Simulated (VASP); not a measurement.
# Na3YbGeSe (P4mm) in VASP: single point with PBE

Aim: the single point of Na3YbGeSe with PBE.

Everything below comes from runs of VASP 6.6.1. Logs are shortened: lines on timing, memory, paths and dates and some standing lists are left out, and cuts for length are marked.

### 1 The cell of the first run

It takes space group P4mm (No. 99, tetragonal). The conventional cell has a = 4.041 Å, b = 4.041 Å, c = 10.968 Å, α = 90.00°, β = 90.00°, γ = 90.00°. Within 3.9 Å of Na (site symmetry 4mm) lie 1 Ge at 2.96 Å and 4 Na at 3.60 Å. Within 3.8 Å of Na (site symmetry 2mm) lie 6 Na at 2.86 to 3.60 Å and 2 Se at 3.07 Å. Within 4.1 Å of Yb (site symmetry 4mm) lie 4 Ge at 3.14 Å and 4 Se at 3.19 Å and 4 Yb at 4.04 Å. Within 3.6 Å of Ge (site symmetry 4mm) lie 1 Se at 2.72 Å and 1 Na at 2.96 Å and 4 Yb at 3.14 Å. Within 3.6 Å of Se (site symmetry 4mm) lie 1 Ge at 2.72 Å and 4 Na at 3.07 Å and 4 Yb at 3.19 Å.

### 2 Single point, PBE, collinear spin, ferromagnetic start

Contents of INCAR:

```
ALGO = Normal ; EDIFF = 1E-6
ENCUT = 520 ; GGA = PE
ISIF = 2 ; ISMEAR = 0
ISPIN = 2 ; LASPH = True
LCHARG = True ; LELF = True
LMAXMIX = 6 ; LORBIT = 11
LREAL = False ; LVHAR = True
LWAVE = False ; MAGMOM = 0 0 0 1 0 0
NBANDS = 46 ; NELM = 150
PREC = Accurate ; SIGMA = 0.15
```

Contents of KPOINTS:

```
k-points
0
Gamma
  3 3 2
```

Contents of POSCAR:

```
Na3YbGeSe
1.0
    4.0413317263      0.0000000000      0.0000000000
    0.0000000000      4.0413317263      0.0000000000
    0.0000000000      0.0000000000     10.9675545404
Na Yb Ge Se
3 1 1 1
Direct
    0.0000000000      0.0000000000      0.4126843635
    0.5000000000      0.0000000000      0.6847650874
    0.0000000000      0.5000000000      0.6847650874
    0.5000000000      0.5000000000      1.0242197679
    0.0000000000      0.0000000000      0.1432223108
    0.0000000000      0.0000000000      0.8950954930
```

Potentials or basis: VASP PAW PBE potentials, release 64 (Na_pv, Yb, Ge_d, Se).

Started as:

```
$ cat potpaw_PBE.64/Na_pv/POTCAR potpaw_PBE.64/Yb/POTCAR potpaw_PBE.64/Ge_d/POTCAR potpaw_PBE.64/Se/POTCAR > POTCAR
$ mpirun -np 1 vasp_std > vasp.out
```

OUTCAR:

```text
EDIFF = 1E-6
   ENCUT = 520
   GGA = PE
   ISIF = 2
   ISMEAR = 0
   ISPIN = 2
   LASPH = True
   LORBIT = 11
   LREAL = False
   NELM = 150
   PREC = Accurate

 ion  position               nearest neighbor table
   1  0.000  0.000  0.413-
   2  0.500  0.000  0.685-
   3  0.000  0.500  0.685-
   4  0.500  0.500  0.024-   5 3.14   5 3.14   5 3.14   5 3.14   6 3.19   6 3.19   6 3.19   6 3.19

   5  0.000  0.000  0.143-   6 2.72   4 3.14   4 3.14   4 3.14   4 3.14
   6  0.000  0.000  0.895-   5 2.72   4 3.19   4 3.19   4 3.19   4 3.19

  LATTYP: Found a simple tetragonal cell.
 ALAT       =     4.0413317263
 C/A-ratio  =     2.7138466434

  Lattice vectors:

 A1 = (   4.0413317263,   0.0000000000,   0.0000000000)
 A2 = (   0.0000000000,   4.0413317263,   0.0000000000)
 A3 = (   0.0000000000,   0.0000000000,  10.9675545404)

Analysis of symmetry for initial positions (statically):
=====================================================================
 Subroutine PRICEL returns:
 Original cell was already a primitive cell.

 Routine SETGRP: Setting up the symmetry group for a
 simple tetragonal supercell.

 Subroutine GETGRP returns: Found  8 space group operations
 (whereof  8 operations were pure point group operations)
 out of a pool of 16 trial point group operations.

The static configuration has the point symmetry C_4v.

Analysis of symmetry for dynamics (positions and initial velocities):
=====================================================================
 Subroutine PRICEL returns:
 Original cell was already a primitive cell.

 Routine SETGRP: Setting up the symmetry group for a
 simple tetragonal supercell.

 Subroutine GETGRP returns: Found  8 space group operations
 (whereof  8 operations were pure point group operations)
 out of a pool of 16 trial point group operations.

The dynamic configuration has the point symmetry C_4v.

Analysis of structural, dynamic, and magnetic symmetry:
=====================================================================
 Subroutine PRICEL returns:
 Original cell was already a primitive cell.

 Routine SETGRP: Setting up the symmetry group for a
 simple tetragonal supercell.

 Subroutine GETGRP returns: Found  8 space group operations
 (whereof  8 operations were pure point group operations)
 out of a pool of 16 trial point group operations.

The overall configuration has the point symmetry C_4v.

 Subroutine INISYM returns: Found  8 space group operations
 (whereof  8 operations are pure point group operations),
 and found     1 'primitive' translations

----------------------------------------------------------------------------------------

                                     Primitive cell

  volume of cell :     179.1261

  direct lattice vectors                    reciprocal lattice vectors
     4.041331726  0.000000000  0.000000000     0.247443186  0.000000000  0.000000000
     0.000000000  4.041331726  0.000000000     0.000000000  0.247443186  0.000000000
     0.000000000  0.000000000 10.967554540     0.000000000  0.000000000  0.091178028

  length of vectors
     4.041331726  4.041331726 10.967554540     0.247443186  0.247443186  0.091178028

  position of ions in fractional coordinates (direct lattice)
     0.000000000  0.000000000  0.412684363
     0.500000000  0.000000000  0.684765087
     0.000000000  0.500000000  0.684765087
     0.500000000  0.500000000  0.024219768
     0.000000000  0.000000000  0.143222311
     0.000000000  0.000000000  0.895095493

  ion indices of the primitive-cell ions
   primitive index   ion index
                 1           1
                 2           2
                 3           3
                 4           4
                 5           5
                 6           6

----------------------------------------------------------------------------------------

 KPOINTS: k-points

Automatic generation of k-mesh.
 Grid dimensions read from file:
 generate k-points for:    3    3    2

 Generating k-lattice:

  Cartesian coordinates                     Fractional coordinates (reciprocal lattice)
     0.082481062  0.000000000  0.000000000     0.333333333  0.000000000  0.000000000
     0.000000000  0.082481062  0.000000000     0.000000000  0.333333333  0.000000000
     0.000000000  0.000000000  0.045589014     0.000000000  0.000000000  0.500000000

  Length of vectors
     0.082481062  0.082481062  0.045589014

  Shift w.r.t. Gamma in fractional coordinates (k-lattice)
     0.000000000  0.000000000  0.000000000

 Subroutine IBZKPT returns following result:
 ===========================================

 Found      6 irreducible k-points:

 Following reciprocal coordinates:
            Coordinates               Weight
  0.000000  0.000000  0.000000      1.000000
  0.333333  0.000000  0.000000      4.000000
  0.333333  0.333333  0.000000      4.000000
  0.000000  0.000000  0.500000      1.000000
  0.333333  0.000000  0.500000      4.000000
  0.333333  0.333333  0.500000      4.000000
   k-points           NKPTS =      6   k-points in BZ     NKDIM =      6   number of bands    NBANDS=     46
   number of dos      NEDOS =    301   number of ions     NIONS =      6
   total plane-waves  NPLWV =  75600
   dimension x,y,z NGX =    30 NGY =   30 NGZ =   84
   dimension x,y,z NGXF=    60 NGYF=   60 NGZF=  168
   ions per type =               3   1   1   1
   NGX,Y,Z   is equivalent  to a cutoff of  12.34, 12.34, 12.73 a.u.
   NGXF,Y,Z  is equivalent  to a cutoff of  24.68, 24.68, 25.47 a.u.
 SYSTEM =  unknown system
   PREC   = accura    normal or accurate (medium, high low for compatibility)
   ISTART =      0    job   : 0-new  1-cont  2-samecut
   ICHARG =      2    charge: 1-file 2-atom 10-const
   ISPIN  =      2    spin polarized calculation?
   LNONCOLLINEAR =      F non collinear calculations
   LSORBIT =      F    spin-orbit coupling
   LASPH  =      T    aspherical Exc in radial PAW
   ENCUT  =  520.0 eV  38.22 Ry    6.18 a.u.   7.51  7.51 20.39*2*pi/ulx,y,z
   NELM   =    150;   NELMIN=  2; NELMDL= -5     # of ELM steps
   EDIFF  = 0.1E-05   stopping-criterion for ELM
   LREAL  =      F    real-space projection
   EDIFFG = 0.1E-04   stopping-criterion for IOM
   NSW    =      0    number of steps for IOM
   IBRION =     -1    ionic relax: 0-MD 1-quasi-New 2-CG
   NFREE  =      0    steps in history (QN), initial steepest desc. (CG)
   ISIF   =      2    stress and relaxation
   ISYM   =      2    0-nonsym 1-usesym 2-fastsym
   POTIM  = 0.5000    time-step for ionic-motion
   TEBEG  =    0.0;   TEEND  =   0.0 temperature during run
   PSTRESS=    0.0 pullay stress
   NELECT =      65.0000    total number of electrons
   NUPDOWN=      -1.0000    fix difference up-down
   EMIN   =  10.00;   EMAX   =-10.00  energy-range for DOS
   EFERMI =   0.00;   METHOD = LEGACY
   ISMEAR =     0;   SIGMA  =   0.15  broadening in eV -4-tet -1-fermi 0-gaus
   EFERMI_NEDOS =   21; number of points for ismear=-14 and -15
   IALGO  =     38    algorithm
   IMIX   =      4    mixing-type and parameters
     AMIX     =   0.40;   BMIX     =  1.00
     AMIX_MAG =   1.60;   BMIX_MAG =  1.00
  volume/ion in A,a.u.               =      29.85       201.47
  Fermi-wavevector in a.u.,A,eV,Ry     =   1.167687  2.206608 18.551439  1.363492
  Thomas-Fermi vector in A             =   2.304184
   LORBIT       =     11    0 simple, 1 ext, 2 COOP (PROOUT), +10 PAW based schemes
   GGA     = PE    functional components
   LHFCALC =     F    Hartree Fock is set to
   AEXX    =    0.0000 exact exchange contribution
   IVDW    =     0    specifies the selected vdW correction
   LEPSILON=     F    determine dielectric tensor
   LRPA    =     F    only Hartree local field effects (RPA)
 spin polarized calculation
 Gauss-broadening in eV      SIGMA  =   0.15
  energy-cutoff  :      520.00
  volume of cell :      179.13
 maximum number of plane-waves:      4849
 NGX is ok and might be reduce to    30
   NGX = 15   NGY = 15   NGZ = 41

 number of electron      64.9999961 magnetization       0.0012307

 number of electron      64.9999961 magnetization      -0.0041136

 Free energy of the ion-electron system (eV)
  ---------------------------------------------------
  ext. energy  EPLUGINS =         0.00000000
  ---------------------------------------------------
  free energy    TOTEN  =       -17.63264831 eV

  energy without entropy =      -17.60901369  energy(sigma->0) =      -17.62083100

 E-fermi :   1.9670     XC(G=0):  -8.0230

 val. band max:        1.9618093738   @ k =   0.3333   0.0000   0.0000
 cond. band min:       2.1823974448   @ k =   0.0000   0.0000   0.5000
 fundamental gap:      0.2205880709
 Fermi energy:         1.9669699909

 spin component 1

 k-point     1 :       0.0000    0.0000    0.0000
  band No.  band energies     occupation
      1     -49.8250      1.00000
      2     -23.3954      1.00000
      3     -23.3954      1.00000
      4     -23.2480      1.00000
      5     -23.1989      1.00000
      6     -23.1989      1.00000
[... 36 lines left out ...]
     43       7.3606      0.00000
     44       7.6160      0.00000

 k-point     2 :       0.3333    0.0000    0.0000
  band No.  band energies     occupation
      1     -49.8238      1.00000
      2     -23.3553      1.00000
      3     -23.3475      1.00000
      4     -23.2552      1.00000
      5     -23.2469      1.00000
      6     -23.2323      1.00000
[... 180 lines left out ...]
 k-point     6 :       0.3333    0.3333    0.5000
  band No.  band energies     occupation
      1     -49.8226      1.00000
      2     -23.4257      1.00000
      3     -23.3726      1.00000
      4     -23.2368      1.00000
      5     -23.2240      1.00000
      6     -23.2092      1.00000
[... 36 lines left out ...]
     43       7.0158      0.00000
     44       7.3550      0.00000
 Fermi energy:         1.9669699909

 spin component 2

 k-point     1 :       0.0000    0.0000    0.0000
  band No.  band energies     occupation
      1     -49.8265      1.00000
      2     -23.3954      1.00000
      3     -23.3954      1.00000
      4     -23.2480      1.00000
      5     -23.1989      1.00000
      6     -23.1989      1.00000
[... 36 lines left out ...]
     43       7.3606      0.00000
     44       7.6158      0.00000

 k-point     2 :       0.3333    0.0000    0.0000
  band No.  band energies     occupation
      1     -49.8253      1.00000
      2     -23.3553      1.00000
      3     -23.3475      1.00000
      4     -23.2552      1.00000
      5     -23.2469      1.00000
      6     -23.2323      1.00000
[... 180 lines left out ...]
 k-point     6 :       0.3333    0.3333    0.5000
  band No.  band energies     occupation
      1     -49.8241      1.00000
      2     -23.4257      1.00000
      3     -23.3727      1.00000
      4     -23.2368      1.00000
      5     -23.2240      1.00000
      6     -23.2091      1.00000
[... 36 lines left out ...]
     43       7.0157      0.00000
     44       7.3546      0.00000
 [bands above 44 left out]

------------------------ aborting loop because EDIFF is reached ----------------------------------------

  FORCE on cell =-STRESS in cart. coord.  units (eV):
  Direction    XX          YY          ZZ          XY          YZ          ZX
  --------------------------------------------------------------------------------------
  -------------------------------------------------------------------------------------
  Total       -0.0498120     -0.0498120     -0.0441456      0.0000000      0.0000000      0.0000000
  in kB       -0.4455388     -0.4455388     -0.3948563      0.0000000      0.0000000      0.0000000
  external PRESSURE =      -0.4286447 kB  Pullay stress =       0.0000000 kB

 VOLUME and BASIS-vectors are now :
 -----------------------------------------------------------------------------
  energy-cutoff  :      520.00
  volume of cell :      179.13
      direct lattice vectors                 reciprocal lattice vectors
     4.041331726  0.000000000  0.000000000     0.247443186  0.000000000  0.000000000
     0.000000000  4.041331726  0.000000000     0.000000000  0.247443186  0.000000000
     0.000000000  0.000000000 10.967554540     0.000000000  0.000000000  0.091178028

 POSITION                                       TOTAL-FORCE (eV/Angst)
 -----------------------------------------------------------------------------------
      0.00000      0.00000      4.52614        -0.000000      0.000000     -0.014921
      2.02067      0.00000      7.51020        -0.000000      0.000000     -0.000405
      0.00000      2.02067      7.51020        -0.000000      0.000000     -0.000405
      2.02067      2.02067      0.26563        -0.000000      0.000000      0.012734
      0.00000      0.00000      1.57080         0.000000      0.000000     -0.063313
      0.00000      0.00000      9.81701        -0.000000      0.000000      0.066311
 -----------------------------------------------------------------------------------
    total drift:                                0.000000     -0.000000     -0.000456

  FREE ENERGIE OF THE ION-ELECTRON SYSTEM (eV)
  ---------------------------------------------------
  free  energy   TOTEN  =       -17.6326483053 eV

  energy  without entropy=      -17.6090136911  energy(sigma->0) =      -17.62083100

 total charge

# of ion       s       p       d       f       tot
--------------------------------------------------
    1        0.086   5.962   0.000   0.000   6.048
    2        0.122   5.981   0.000   0.000   6.103
    3        0.122   5.981   0.000   0.000   6.103
    4        2.119   6.006   0.285  13.641  22.051
    5        1.231   0.997   9.975   0.000  12.202
    6        1.456   2.360   0.021   0.000   3.837
--------------------------------------------------
tot          5.137  27.287  10.280  13.641  56.345

 magnetization (x)

# of ion       s       p       d       f       tot
--------------------------------------------------
    1       -0.000  -0.000   0.000   0.000  -0.000
    2       -0.000   0.000   0.000   0.000  -0.000
    3       -0.000   0.000   0.000   0.000  -0.000
    4       -0.000   0.000   0.000  -0.001  -0.001
    5       -0.000  -0.000  -0.000   0.000  -0.000
    6       -0.000  -0.000  -0.000   0.000  -0.000
--------------------------------------------------
tot         -0.000  -0.000   0.000  -0.001  -0.002
```

Wall time 7.8 min (1 thread of Intel Xeon 6975P-C (Granite Rapids), shared host); peak memory 0.4 GiB.

Results:

| Property | Result |
| --- | --- |
| Free energy | -17.6326 eV |
| Pressure | 0.0 GPa |
| Largest force | 0.066 eV/Å |
| Net moment | 0.00 μB per cell |
| Valence electrons inside the program's atomic spheres | Na 6.05, 6.10; Yb 22.05; Ge 12.20; Se 3.84 |

Forces in eV/Å, atoms in the order of the input:
```
Na   0.000  0.000 -0.015
Na   0.000  0.000  0.000
Na   0.000  0.000  0.000
Yb   0.000  0.000  0.013
Ge   0.000  0.000 -0.063
Se   0.000  0.000  0.066
```

Caveat: the k points lie up to 0.52 Å⁻¹ apart; spin-orbit coupling is left out, which moves the levels of the heavy elements; without U or exact exchange the open f shell lies at the Fermi level, which spoils levels, moments and volumes. With open d or f shells a metallic result of PBE can be an artefact of self-interaction; +U or a hybrid may open a gap.
